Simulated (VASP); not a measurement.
Set up this calculation in VASP 6.6.1, as the native input.

| Item | Value |
| --- | --- |
| Task | single point |
| Functional | PBE |
| Potentials or basis | VASP PAW PBE potentials, release 64 (Pb_d, As) |
| Cutoff | 500 eV |
| k mesh | 9 × 9 × 9 |
| Occupations | fermi-dirac, width 0.1 eV |
| Spin | no spin polarisation |
| Dipole correction | no |
| Further INCAR settings | ALGO = Normal; EDIFF = 1e-06; NBANDS = 16 |

The structure of AsPb lies in POSCAR:

```
AsPb
1.0
    0.0000000000      3.1566620000      3.1566620000
    3.1566620000      0.0000000000      3.1566620000
    3.1566620000      3.1566620000      0.0000000000
Pb As
1 1
Direct
    0.0000000000      0.0000000000      0.0000000000
    0.2500000000      0.2500000000      0.2500000000
```

The input as run:

INCAR

```
  PREC = Accurate
  ENCUT = 500
  EDIFF = 1E-6
  ISMEAR = -1
  SIGMA = 0.1
  LREAL = F
  LASPH = T
  NELM = 120
  ALGO = Normal
  ISIF = 2
  LWAVE = F
  LCHARG = F
  GGA = PE
  NBANDS = 16
  GGA_COMPAT = F
```

KPOINTS

```
Automatic mesh
0
Gamma
  9 9 9
```

Potentials or basis: VASP PAW PBE potentials, release 64 (Pb_d, As).

Run with:

```console
$ cat potpaw_PBE.64/Pb_d/POTCAR potpaw_PBE.64/As/POTCAR > POTCAR
$ mpirun -np 1 vasp_std > vasp.out
```

Results of the run:

The pressure is 7.5 GPa and the band gap on the k mesh is zero (an odd number of electrons rules out a gap without spin polarisation).

Caveat: the cell stands under pressure; spin-orbit coupling is left out, which moves the levels of the heavy elements.

Run time: 19 s on 1 thread of Intel(R) Xeon(R) Platinum 8488C (Sapphire Rapids), with other jobs on the host, peak memory 0.22 GiB.
